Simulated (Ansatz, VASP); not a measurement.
# Y in VASP and in Ansatz

```
Y
1.0
    -2.01939    2.01939    2.01939
     2.01939   -2.01939    2.01939
     2.01939    2.01939   -2.01939
Y
1
Direct
  0.00000 0.00000 0.00000
```

Alike in both runs: functional PBE; k mesh 14 × 14 × 14; occupations fermi-dirac, width 0.05 eV; non-collinear spin, spin-orbit coupling.

Ansatz relaxed the structure, and its values are those at the end. VASP's run is a single point on that final structure, the one shown.

```csv
,VASP,Ansatz
version,VASP 6.6.1,Ansatz 0.2.0
potentials or method,"VASP PAW PBE potentials, release 64 (Y_sv)","PAW with Ansatz's default frozen-core files, fully relativistic files with spin-orbit coupling"
plane-wave cutoff (eV),520,420
valence electrons in the cell,11,11
```

Ansatz gave:

* pressure (GPa): 0.0
* net moment per atom (μB): 0.00

**Question.** What did VASP give for the same quantities?

**Answer.** Pressure (GPa): -0.1; net moment per atom (μB): 0.00.

The functional is the same, so the differences come from potentials, cutoffs and numerics.
